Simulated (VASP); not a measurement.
# TiC in VASP: notebook, part 3 of 3

VASP 6.6.1.

## (5) Relaxation of cell and atoms, r2SCAN, target pressure 20 GPa, at which the enthalpy is minimised

This run uses another cell than the first one, of 9.47 Å³/atom.

Input file POSCAR:

```
TiC
1.0
    0.0000000000      2.1156693850      2.1156693850
    2.1156693850      0.0000000000      2.1156693850
    2.1156693850      2.1156693850      0.0000000000
Ti C
1 1
Direct
    0.0000000000      0.0000000000      0.0000000000
    0.5000000000      0.5000000000      0.5000000000
```

Input file INCAR.step1:

```
PREC = Accurate
ENCUT = 600
ISMEAR = 0
SIGMA = 0.1
LREAL = F
LASPH = T
NELM = 100
GGA = PE
ALGO = Normal
EDIFF = 1E-4
LWAVE = T
LCHARG = F
```

Input file INCAR.step2:

```
PREC = Accurate
ENCUT = 600
EDIFF = 1E-7
ISMEAR = 0
SIGMA = 0.1
LREAL = F
LASPH = T
NELM = 100
ALGO = Normal
ISIF = 3
LWAVE = F
LCHARG = F
METAGGA = R2SCAN
LMIXTAU = T
IBRION = 2
NSW = 70
EDIFFG = -0.008
PSTRESS = 200.0
ISTART = 1
```

Input file KPOINTS:

```
Automatic mesh
0
Gamma
  16 16 16
```

Launch:

```console
cat potpaw_PBE.64/Ti_sv/POTCAR potpaw_PBE.64/C/POTCAR > POTCAR
cp INCAR.step1 INCAR
mpirun -np 1 vasp_std > vasp.out
cp INCAR.step2 INCAR
mpirun -np 1 vasp_std > vasp.out
```

It took 9.3 min on 1 thread of Intel Xeon 8259CL, shared host; peak memory 0.19 GiB.

The run converged. Its results:

- Free energy: -24.7909 eV
- Relaxed volume: 9.51 Å³/atom
- Relaxed cell: a = 2.996 Å, b = 2.996 Å, c = 2.996 Å, α = 60.00°, β = 60.00°, γ = 60.00°
- Space group after relaxing (to 0.1 Å): Fm-3m (No. 225)
- Energy change on relaxing (the run minimises the enthalpy): -4.7 meV/atom
- Ionic steps: 3
- Pressure after relaxing: 20.0 GPa
- Band gap on the k mesh: zero (bands 8 and 9 overlap by 1.36 eV)

Step by step:
| step | energy change (eV) | largest force (eV/Å) | pressure (GPa) | volume (Å³) |
| --- | --- | --- | --- | --- |
| 1 | 0.0000 | 0.0000 | 21.32 | 18.94 |
| 2 | -0.0260 | 0.0000 | 17.55 | 19.15 |
| 3 | -0.0094 | 0.0000 | 20.01 | 19.01 |

Final structure:
```
CELL_PARAMETERS angstrom
0.00000 2.11839 2.11839
2.11839 0.00000 2.11839
2.11839 2.11839 0.00000
ATOMIC_POSITIONS crystal
Ti 0.00000 0.00000 0.00000
C 0.50000 0.50000 0.50000
```

Levels at points of the mesh, in eV from the Fermi level:
```
           k point  band 5  band 6  band 7  band 8  band 9  band 10  band 11  band 12
(0.00, 0.00, 0.00)  -13.51    0.90    0.90    0.90    1.76     1.76     1.76     1.88
(0.50, 0.00, 0.00)   -9.67   -6.40   -3.35   -3.35    3.44     3.44     4.80     9.08
(0.50, 0.50, 0.00)  -11.21   -3.72   -1.72   -0.08   -0.08     3.00     4.13     4.13
```

Caveat: the cell is relaxed towards a set pressure, so the run minimises the enthalpy, not the energy; the PAW data sets were made with another functional, which shifts forces and pressure a little.

## (6) Single point, r2SCAN (strain along c alone, the other axes held: +4.0 %)

Input file POSCAR:

```
TiC
1.0
    2.1639143223      2.1639143223      0.0000000000
   -2.1639143223      2.1639143223      0.0000000000
    0.0000000000      0.0000000000      4.5009417903
Ti C
2 2
Direct
    0.0000000000      0.0000000000      0.0000000000
    0.5000000000      0.5000000000      0.5000000000
    0.5000000000      0.5000000000      0.0000000000
    0.0000000000      0.0000000000      0.5000000000
```

Input file INCAR.step1:

```
PREC     = Accurate       # precision mode
ENCUT    = 520            # plane-wave cutoff, eV
ISMEAR   = 0              # smearing method
SIGMA    = 0.1            # smearing width, eV
LREAL    = False          # projectors in reciprocal space
LASPH    = True           # aspherical terms in the spheres
NELM     = 100            # most SCF steps
NBANDS   = 24             # bands
GGA      = PE             # functional
ALGO     = Normal         # electronic algorithm
EDIFF    = 1E-4           # SCF threshold, eV
LWAVE    = True           # write WAVECAR
LCHARG   = False          # write CHGCAR
```

Input file INCAR.step2:

```
PREC     = Accurate       # precision mode
ENCUT    = 520            # plane-wave cutoff, eV
EDIFF    = 1E-6           # SCF threshold, eV
ISMEAR   = 0              # smearing method
SIGMA    = 0.1            # smearing width, eV
LREAL    = False          # projectors in reciprocal space
LASPH    = True           # aspherical terms in the spheres
NELM     = 100            # most SCF steps
ALGO     = Normal         # electronic algorithm
ISIF     = 2              # what is computed and relaxed
LWAVE    = False          # write WAVECAR
LCHARG   = False          # write CHGCAR
METAGGA  = R2SCAN         # meta-GGA
LMIXTAU  = True         
NBANDS   = 24             # bands
ISTART   = 1
```

Input file KPOINTS:

```
Automatic mesh
0
Gamma
  18 18 12
```

Potentials or basis: VASP PAW PBE potentials, release 64 (Ti_sv, C).

Launch:

```console
cat potpaw_PBE.64/Ti_sv/POTCAR potpaw_PBE.64/C/POTCAR > POTCAR
cp INCAR.step1 INCAR
mpirun -np 1 vasp_std > vasp.out
cp INCAR.step2 INCAR
mpirun -np 1 vasp_std > vasp.out
```

Run time: 13 min. Hardware: 1 thread of AMD EPYC 9R45 (Zen 5), shared host; peak memory 0.39 GiB.

The run converged. Its results:

| Property | Result |
| --- | --- |
| Free energy | -49.6565 eV |
| Pressure | -8.0 GPa |
| Band gap on the k mesh | zero (bands 16 and 17 overlap by 1.51 eV) |

Stress tensor (GPa, compression positive):
```
 -3.93   0.00   0.00
  0.00  -3.93   0.00
  0.00   0.00 -16.13
```

Levels at points of the mesh, in eV from the Fermi level:
```csv
k point,band 13,band 14,band 15,band 16,band 17,band 18,band 19,band 20
"(0.00, 0.00, 0.00)",0.02,0.02,0.65,0.95,0.95,1.46,1.53,1.66
"(0.50, 0.00, 0.00)",-2.95,-2.95,-2.76,-2.76,2.34,2.34,3.18,3.18
"(0.50, 0.50, 0.00)",-1.42,-1.42,-0.28,-0.28,-0.26,-0.26,2.58,2.58
"(0.00, 0.00, 0.50)",-0.47,-0.47,-0.19,-0.19,-0.19,-0.19,2.16,2.16
"(0.50, 0.00, 0.50)",-3.05,-3.05,-3.00,-3.00,2.92,2.92,3.07,3.07
"(0.50, 0.50, 0.50)",-3.11,-3.11,-2.66,-2.66,2.57,2.57,2.57,2.57
```

Caveat: the cell differs from its parent crystal (strain along c alone, the other axes held: +4.0 %); the stress differs along the axes, from -16 to -4 GPa; the PAW data sets were made with another functional, which shifts forces and pressure a little.

## (7) The runs side by side

| task | cell | k mesh | cutoff (eV) | gap on the mesh (eV) | pressure (GPa) |
| --- | --- | --- | --- | --- | --- |
| single point | a = 3.053 Å, angles 60.0°, 2 atoms, atomic positions A | 16 × 16 × 16 | 520 | none | 3.0 |
| single point | a = 3.068 Å, angles 60.0°, 2 atoms, atomic positions A | 16 × 16 × 16 | 520 | none | -1.1 |
| relaxation of cell and atoms | relaxed to 40 GPa from a = 2.938 Å, angles 60.0°, 2 atoms, atomic positions A | 16 × 16 × 16 | 600 | none | 40.0 |
| relaxation of cell and atoms | relaxed to 20 GPa from a = 2.992 Å, angles 60.0°, 2 atoms, atomic positions A | 16 × 16 × 16 | 600 | none | 20.0 |
| single point | a = 3.060, b = 3.060, c = 4.501 Å, 4 atoms, atomic positions B | 18 × 18 × 12 | 520 | none | -8.0 |

Alike in all rows: level r2SCAN; potentials or basis VASP PAW PBE potentials, release 64 (Ti_sv, C); no spin polarisation; smearing gaussian 0.1 eV.

Caveats: the PAW data sets were made with another functional, which shifts forces and pressure a little; the cell is relaxed towards a set pressure, so the run minimises the enthalpy, not the energy (at least some runs); the stress differs along the axes, from -16 to -4 GPa (at least some runs).

Absolute energies hang on the potentials; compare differences alone.
